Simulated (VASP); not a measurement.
Ag:

```
Ag
1.0
     0.00000    2.04310    2.04310
     2.04310    0.00000    2.04310
     2.04310    2.04310    0.00000
Ag
1
Direct
  0.00000 0.00000 0.00000
```

| Item | Value |
| --- | --- |
| Program | VASP 6.6.1 |
| Task | relaxation of cell and atoms |
| Functional | PBEsol |
| Potentials or basis | VASP PAW PBE potentials, release 64 (Ag) |
| Cutoff | 600 eV |
| k mesh | 18 × 18 × 18 |
| Occupations | gaussian, width 0.1 eV |
| Spin | no spin polarisation |

At the start: pressure -2.8 GPa; volume 17.06 Å³/atom.

Q: How do energy, volume and symmetry change on relaxing?

A: Over 3 steps the energy falls by 3.9 meV/atom and the volume is 16.63 Å³/atom (-2.5 %); space group Fm-3m (No. 225, to 0.05 Å).

The path:
```
step  energy change (eV)  largest force (eV/Å)  pressure (GPa)  volume (Å³)
   1              0.0000                0.0000           -2.83        17.06
   2             -0.0017                0.0000            2.36        16.32
   3             -0.0039                0.0000            0.00        16.63
```

Final structure:
```cif
data_structure
_symmetry_space_group_name_H-M 'P 1'
_symmetry_Int_Tables_number 1
_cell_length_a 2.8651
_cell_length_b 2.8651
_cell_length_c 2.8651
_cell_angle_alpha 60.000
_cell_angle_beta 60.000
_cell_angle_gamma 60.000
_cell_volume 16.63
loop_
_atom_site_label
_atom_site_type_symbol
_atom_site_fract_x
_atom_site_fract_y
_atom_site_fract_z
_atom_site_occupancy
Ag1 Ag 0.00000 0.00000 0.00000 1
```

Caveat: the PAW data sets were made with another functional, which shifts forces and pressure a little.
